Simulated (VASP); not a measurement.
# SnO (Romarchite) (P4/nmm) in VASP: notebook

The runs below take SnO (Romarchite) through single point, with RPBE, BLYP, PBEsol.

Everything below comes from runs of VASP 6.6.1. Logs are shortened: lines on timing, memory, paths and dates and some standing lists are left out, and cuts for length are marked.

### 1 The cell of the first run

The structure is tetragonal, space group P4/nmm (No. 129). The conventional cell has a = 3.799 Å, b = 3.799 Å, c = 4.841 Å, α = 90.00°, β = 90.00°, γ = 90.00°. Within 2.9 Å of Sn (site symmetry 4mm) lie 4 O at 2.22 Å. O (site symmetry -4m2) has 4 Sn at 2.22 Å and 4 O at 2.69 Å within 2.9 Å.

### 2 Single point, RPBE

INCAR reads:

```
SYSTEM = SnO
PREC = Accurate ; ENCUT = 520
EDIFF = 1E-7 ; ISMEAR = -1
SIGMA = 0.05 ; LREAL = .FALSE.
LASPH = .TRUE. ; NELM = 100
ALGO = Normal ; ISIF = 2
LWAVE = .FALSE. ; LCHARG = .FALSE.
GGA = RP ; NBANDS = 28
```

KPOINTS reads:

```
Automatic mesh
0
G
  6 6 4
  0 0 0
```

POSCAR reads:

```
SnO
1.0
    3.7986000000      0.0000000000      0.0000000000
    0.0000000000      3.7986000000      0.0000000000
    0.0000000000      0.0000000000      4.8408000000
Sn O
2 2
Direct
    0.5000000000      0.0000000000      0.2369000000
    0.0000000000      0.5000000000      0.7631000000
    0.0000000000      0.0000000000      0.0000000000
    0.5000000000      0.5000000000      0.0000000000
```

Potentials or basis: VASP PAW PBE potentials, release 64 (Sn_d, O).

On the command line:

```sh
cat potpaw_PBE.64/Sn_d/POTCAR potpaw_PBE.64/O/POTCAR > POTCAR
mpirun -np 1 vasp_std > vasp.out
```

OUTCAR:

```text
SYSTEM = SnO
   PREC = Accurate
   ENCUT = 520
   EDIFF = 1E-7
   ISMEAR = -1
   LREAL = .FALSE.
   LASPH = .TRUE.
   NELM = 100
   ISIF = 2
   GGA = RP

 ion  position               nearest neighbor table
   1  0.500  0.000  0.237-   3 2.22   4 2.22   4 2.22   3 2.22   2 3.53   2 3.53   2 3.53   2 3.53
                             2 3.70   2 3.70   2 3.70   2 3.70
   2  0.000  0.500  0.763-   3 2.22   4 2.22   3 2.22   4 2.22   1 3.53   1 3.53   1 3.53   1 3.53
                             1 3.70   1 3.70   1 3.70   1 3.70
   3  0.000  0.000  0.000-   1 2.22   2 2.22   2 2.22   1 2.22
   4  0.500  0.500  0.000-   1 2.22   2 2.22   1 2.22   2 2.22

  LATTYP: Found a simple tetragonal cell.
 ALAT       =     3.7986000000
 C/A-ratio  =     1.2743642395

  Lattice vectors:

 A1 = (   3.7986000000,   0.0000000000,   0.0000000000)
 A2 = (   0.0000000000,   3.7986000000,   0.0000000000)
 A3 = (   0.0000000000,   0.0000000000,   4.8408000000)

Analysis of symmetry for initial positions (statically):
=====================================================================
 Subroutine PRICEL returns:
 Original cell was already a primitive cell.

 Routine SETGRP: Setting up the symmetry group for a
 simple tetragonal supercell.

 Subroutine GETGRP returns: Found 16 space group operations
 (whereof  8 operations were pure point group operations)
 out of a pool of 16 trial point group operations.

The static configuration has the point symmetry D_2d.
 The point group associated with its full space group is D_4h.

Analysis of symmetry for dynamics (positions and initial velocities):
=====================================================================
 Subroutine PRICEL returns:
 Original cell was already a primitive cell.

 Routine SETGRP: Setting up the symmetry group for a
 simple tetragonal supercell.

 Subroutine GETGRP returns: Found 16 space group operations
 (whereof  8 operations were pure point group operations)
 out of a pool of 16 trial point group operations.

The dynamic configuration has the point symmetry D_2d.
 The point group associated with its full space group is D_4h.

 Subroutine INISYM returns: Found 16 space group operations
 (whereof  8 operations are pure point group operations),
 and found     1 'primitive' translations

----------------------------------------------------------------------------------------

                                     Primitive cell

  volume of cell :      69.8497

  direct lattice vectors                    reciprocal lattice vectors
     3.798600000  0.000000000  0.000000000     0.263254883  0.000000000  0.000000000
     0.000000000  3.798600000  0.000000000     0.000000000  0.263254883  0.000000000
     0.000000000  0.000000000  4.840800000     0.000000000  0.000000000  0.206577425

  length of vectors
     3.798600000  3.798600000  4.840800000     0.263254883  0.263254883  0.206577425

  position of ions in fractional coordinates (direct lattice)
     0.500000000  0.000000000  0.236900000
     0.000000000  0.500000000  0.763100000
     0.000000000  0.000000000  0.000000000
     0.500000000  0.500000000  0.000000000

  ion indices of the primitive-cell ions
   primitive index   ion index
                 1           1
                 2           2
                 3           3
                 4           4

----------------------------------------------------------------------------------------

 KPOINTS: Automatic mesh

Automatic generation of k-mesh.
 Grid dimensions read from file:
 generate k-points for:    6    6    4

 Generating k-lattice:

  Cartesian coordinates                     Fractional coordinates (reciprocal lattice)
     0.043875814  0.000000000  0.000000000     0.166666667  0.000000000  0.000000000
     0.000000000  0.043875814  0.000000000     0.000000000  0.166666667  0.000000000
     0.000000000  0.000000000  0.051644356     0.000000000  0.000000000  0.250000000

  Length of vectors
     0.043875814  0.043875814  0.051644356

  Shift w.r.t. Gamma in fractional coordinates (k-lattice)
     0.000000000  0.000000000  0.000000000

 Subroutine IBZKPT returns following result:
 ===========================================

 Found     30 irreducible k-points:

 Following reciprocal coordinates:
            Coordinates               Weight
  0.000000  0.000000  0.000000      1.000000
  0.166667  0.000000  0.000000      4.000000
  0.333333  0.000000  0.000000      4.000000
  0.500000  0.000000  0.000000      2.000000
  0.166667  0.166667  0.000000      4.000000
  0.333333  0.166667  0.000000      8.000000
[... 16 lines left out ...]
  0.333333  0.000000  0.500000      4.000000
  0.500000  0.000000  0.500000      2.000000
 [... further k-points ...]
   k-points           NKPTS =     30   k-points in BZ     NKDIM =     30   number of bands    NBANDS=     28
   number of dos      NEDOS =    301   number of ions     NIONS =      4
   total plane-waves  NPLWV =  28224
   dimension x,y,z NGX =    28 NGY =   28 NGZ =   36
   dimension x,y,z NGXF=    56 NGYF=   56 NGZF=   72
   ions per type =               2   2
   NGX,Y,Z   is equivalent  to a cutoff of  12.25, 12.25, 12.36 a.u.
   NGXF,Y,Z  is equivalent  to a cutoff of  24.51, 24.51, 24.73 a.u.
 SYSTEM =  SnO
   PREC   = accura    normal or accurate (medium, high low for compatibility)
   ISTART =      0    job   : 0-new  1-cont  2-samecut
   ICHARG =      2    charge: 1-file 2-atom 10-const
   ISPIN  =      1    spin polarized calculation?
   LNONCOLLINEAR =      F non collinear calculations
   LSORBIT =      F    spin-orbit coupling
   LASPH  =      T    aspherical Exc in radial PAW
   ENCUT  =  520.0 eV  38.22 Ry    6.18 a.u.   7.06  7.06  9.00*2*pi/ulx,y,z
   NELM   =    100;   NELMIN=  2; NELMDL= -5     # of ELM steps
   EDIFF  = 0.1E-06   stopping-criterion for ELM
   LREAL  =      F    real-space projection
   EDIFFG = 0.1E-05   stopping-criterion for IOM
   NSW    =      0    number of steps for IOM
   IBRION =     -1    ionic relax: 0-MD 1-quasi-New 2-CG
   NFREE  =      0    steps in history (QN), initial steepest desc. (CG)
   ISIF   =      2    stress and relaxation
   ISYM   =      2    0-nonsym 1-usesym 2-fastsym
   POTIM  = 0.5000    time-step for ionic-motion
   TEBEG  =    0.0;   TEEND  =   0.0 temperature during run
   PSTRESS=    0.0 pullay stress
   NELECT =      40.0000    total number of electrons
   NUPDOWN=      -1.0000    fix difference up-down
   EMIN   =  10.00;   EMAX   =-10.00  energy-range for DOS
   EFERMI =   0.00;   METHOD = LEGACY
   ISMEAR =    -1;   SIGMA  =   0.05  broadening in eV -4-tet -1-fermi 0-gaus
   EFERMI_NEDOS =   21; number of points for ismear=-14 and -15
   IALGO  =     38    algorithm
   IMIX   =      4    mixing-type and parameters
     AMIX     =   0.40;   BMIX     =  1.00
     AMIX_MAG =   1.60;   BMIX_MAG =  1.00
  volume/ion in A,a.u.               =      17.46       117.84
  Fermi-wavevector in a.u.,A,eV,Ry     =   1.359482  2.569048 25.146163  1.848191
  Thomas-Fermi vector in A             =   2.486226
   LORBIT       =      0    0 simple, 1 ext, 2 COOP (PROOUT), +10 PAW based schemes
   GGA     = RP    functional components
   LHFCALC =     F    Hartree Fock is set to
   AEXX    =    0.0000 exact exchange contribution
   IVDW    =     0    specifies the selected vdW correction
   LEPSILON=     F    determine dielectric tensor
   LRPA    =     F    only Hartree local field effects (RPA)
 non-spin polarized calculation
  energy-cutoff  :      520.00
  volume of cell :       69.85
 maximum number of plane-waves:      1902
   NGX = 15   NGY = 15   NGZ = 19

 number of electron      39.9999994 magnetization

 Free energy of the ion-electron system (eV)
  ---------------------------------------------------
  ext. energy  EPLUGINS =         0.00000000
  ---------------------------------------------------
  free energy    TOTEN  =       -21.09886797 eV

  energy without entropy =      -21.09668889  energy(sigma->0) =      -21.09777843

 E-fermi :   7.4632     XC(G=0): -10.0913

 val. band max:        7.4377878098   @ k =   0.0000   0.0000   0.0000
 cond. band min:       7.4957989799   @ k =   0.5000   0.5000   0.0000
 fundamental gap:      0.0580111701
 Fermi energy:         7.4632240474

 k-point     1 :       0.0000    0.0000    0.0000
  band No.  band energies     occupation
      1     -14.7641      2.00000
      2     -14.3046      2.00000
      3     -14.3046      2.00000
      4     -14.3035      2.00000
      5     -14.2631      2.00000
      6     -14.2523      2.00000
[... 20 lines left out ...]
     27      14.1932      0.00000
     28      14.5818      0.00000

 k-point     2 :       0.1667    0.0000    0.0000
  band No.  band energies     occupation
      1     -14.7491      2.00000
      2     -14.3280      2.00000
      3     -14.2991      2.00000
      4     -14.2982      2.00000
      5     -14.2738      2.00000
      6     -14.2654      2.00000
[... 20 lines left out ...]
     27      14.4711      0.00000
     28      16.4734      0.00000

 k-point     3 :       0.3333    0.0000    0.0000
  band No.  band energies     occupation
      1     -14.7070      2.00000
      2     -14.4970      2.00000
      3     -14.2838      2.00000
      4     -14.2834      2.00000
      5     -14.2699      2.00000
      6     -14.2637      2.00000
[... 20 lines left out ...]
     27      14.9719      0.00000
     28      17.7174      0.00000

 k-point     4 :       0.5000    0.0000    0.0000
  band No.  band energies     occupation
      1     -14.6294      2.00000
      2     -14.6294      2.00000
      3     -14.2738      2.00000
      4     -14.2738      2.00000
      5     -14.2666      2.00000
      6     -14.2666      2.00000
[... 20 lines left out ...]
     27      15.9469      0.00000
     28      15.9469      0.00000

 k-point     5 :       0.1667    0.1667    0.0000
  band No.  band energies     occupation
      1     -14.7381      2.00000
      2     -14.3926      2.00000
      3     -14.3072      2.00000
      4     -14.2879      2.00000
      5     -14.2781      2.00000
      6     -14.2637      2.00000
[... 20 lines left out ...]
     27      15.8384      0.00000
     28      17.0690      0.00000

 k-point     6 :       0.3333    0.1667    0.0000
  band No.  band energies     occupation
      1     -14.7076      2.00000
      2     -14.5365      2.00000
      3     -14.2951      2.00000
      4     -14.2741      2.00000
      5     -14.2660      2.00000
      6     -14.2654      2.00000
[... 463 lines left out ...]
      5     -14.2467      2.00000
      6     -14.2293      2.00000
[... 20 lines left out ...]
     27      15.6228      0.00000
     28      15.6228      0.00000

 k-point    22 :       0.1667    0.0000    0.5000
  band No.  band energies     occupation
      1     -14.7376      2.00000
      2     -14.3568      2.00000
      3     -14.2889      2.00000
      4     -14.2843      2.00000
      5     -14.2709      2.00000
      6     -14.2650      2.00000
[... 20 lines left out ...]
     27      15.5731      0.00000
     28      16.7077      0.00000

 k-point    23 :       0.3333    0.0000    0.5000
  band No.  band energies     occupation
      1     -14.7081      2.00000
      2     -14.5237      2.00000
      3     -14.3005      2.00000
      4     -14.2902      2.00000
      5     -14.2668      2.00000
      6     -14.2655      2.00000
[... 20 lines left out ...]
     27      15.8608      0.00000
     28      17.6145      0.00000

 k-point    24 :       0.5000    0.0000    0.5000
  band No.  band energies     occupation
      1     -14.6451      2.00000
      2     -14.6451      2.00000
      3     -14.3039      2.00000
      4     -14.3039      2.00000
      5     -14.2602      2.00000
      6     -14.2602      2.00000
[... 20 lines left out ...]
     27      16.4133      0.00000
     28      16.4133      0.00000

 [... further k-points ...]
[... 5 lines left out ...]
  --------------------------------------------------------------------------------------
  -------------------------------------------------------------------------------------
  Total        3.5639367      3.5639367      2.9113878      0.0000000      0.0000000      0.0000000
  in kB       81.7478418     81.7478418     66.7799946      0.0000000      0.0000000      0.0000000
  external PRESSURE =      76.7585594 kB  Pullay stress =       0.0000000 kB

 VOLUME and BASIS-vectors are now :
 -----------------------------------------------------------------------------
  energy-cutoff  :      520.00
  volume of cell :       69.85
      direct lattice vectors                 reciprocal lattice vectors
     3.798600000  0.000000000  0.000000000     0.263254883  0.000000000  0.000000000
     0.000000000  3.798600000  0.000000000     0.000000000  0.263254883  0.000000000
     0.000000000  0.000000000  4.840800000     0.000000000  0.000000000  0.206577425

 POSITION                                       TOTAL-FORCE (eV/Angst)
 -----------------------------------------------------------------------------------
      1.89930      0.00000      1.14679        -0.000000      0.000000      0.798498
      0.00000      1.89930      3.69401         0.000000      0.000000     -0.798498
      0.00000      0.00000      0.00000         0.000000     -0.000000     -0.000000
      1.89930      1.89930      0.00000         0.000000      0.000000     -0.000000
 -----------------------------------------------------------------------------------
    total drift:                                0.000000      0.000000      0.000000

  FREE ENERGIE OF THE ION-ELECTRON SYSTEM (eV)
  ---------------------------------------------------
  free  energy   TOTEN  =       -21.0988679669 eV

  energy  without entropy=      -21.0966888930  energy(sigma->0) =      -21.09777843
```

Run time: 82 s. Hardware: 1 thread of Intel Xeon 8259CL, shared host; peak memory 0.2 GiB.

What came out:

* Free energy: -21.0989 eV
* Pressure: 7.7 GPa
* Largest force: 0.798 eV/Å
* Band gap on the k mesh: 0.06 eV, indirect (least direct gap 2.00 eV)

Forces in eV/Å, atoms in the order of the input:
```
Sn   0.000  0.000  0.798
Sn   0.000  0.000 -0.798
O    0.000  0.000  0.000
O    0.000  0.000  0.000
```

Caveat: the PAW data sets were made with another functional, which shifts forces and pressure a little; spin-orbit coupling is left out, which moves the levels of the heavy elements. A k mesh can miss the band edges.

[end of part 1 of 3]
